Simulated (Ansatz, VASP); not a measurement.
**La: VASP beside Ansatz**

INCAR

```
PREC     = Accurate       # precision mode
ENCUT    = 520            # plane-wave cutoff, eV
EDIFF    = 1E-8           # SCF threshold, eV
ISMEAR   = -1             # smearing method
SIGMA    = 0.05           # smearing width, eV
LREAL    = False          # projectors in reciprocal space
LASPH    = True           # aspherical terms in the spheres
NELM     = 60             # most SCF steps
ALGO     = Normal         # electronic algorithm
ISIF     = 2              # what is computed and relaxed
LWAVE    = False          # write WAVECAR
LCHARG   = False          # write CHGCAR
GGA      = PE             # functional
LEFG     = True         
NBANDS   = 18             # bands
```

The input KPOINTS:

```
Automatic mesh
0
Gamma
  11 11 6
```

POSCAR

```
La
1.0
    3.7688938684      0.0000000000      0.0000000000
   -1.8844469342      3.2639578342      0.0000000000
    0.0000000000      0.0000000000      6.0093000000
La
2
Direct
    0.3333333333      0.6666666667      0.2500000000
    0.6666666667      0.3333333333      0.7500000000
```

Input for Ansatz:

```yaml
crystal:
  lattice:
    - [3.7688938684, 0.0, 0.0]
    - [-1.8844469342, 3.2639578342, 0.0]
    - [0.0, 0.0, 6.0093]
  atoms:
    - { symbol: La, position: [0.3333333333, 0.6666666667, 0.25] }
    - { symbol: La, position: [0.6666666667, 0.3333333333, 0.75] }
kpoints:
  mp_grid: { grid: [11, 11, 6] }
scf:
  occupations: { method: fermi_dirac, width: 0.05 }
hamiltonian:
  xc: pbe
  pseudopotentials: { kind: paw }
output:
  forces: true
  stress: true
  eigenvalues: true
  efg: { contact_densities: true }
  write_density: true
  write_potential: true
  elf: true
  volumetric_format: npy
```

Change from the starting cell: z stretched by -1 % at fixed volume, PAW files.

Alike in both runs: task electric field gradients; functional PBE; k mesh 11 × 11 × 6; occupations fermi-dirac, width 0.05 eV; no spin polarisation.

|  | VASP | Ansatz |
| --- | --- | --- |
| version | VASP 6.6.1 | Ansatz 0.2.0 |
| potentials or method | VASP PAW PBE potentials, release 64 (La) | PAW with Ansatz's default frozen-core files, scalar-relativistic |
| plane-wave cutoff (eV) | 520 | 420 |
| valence electrons in the cell | 22 | 22 |

|  | VASP | Ansatz | Ansatz less VASP |
| --- | --- | --- | --- |
| pressure (GPa) | 0.5 | 0.5 | -0.07 |
| traceless stress, the component that is largest in VASP (GPa) | 0.14 | 0.13 | -0.013 |
| size of Vzz on the site where it differs most (V/Å²) | 24.6 | 22.7 | -1.90 |

Neither program's run includes spin-orbit coupling.
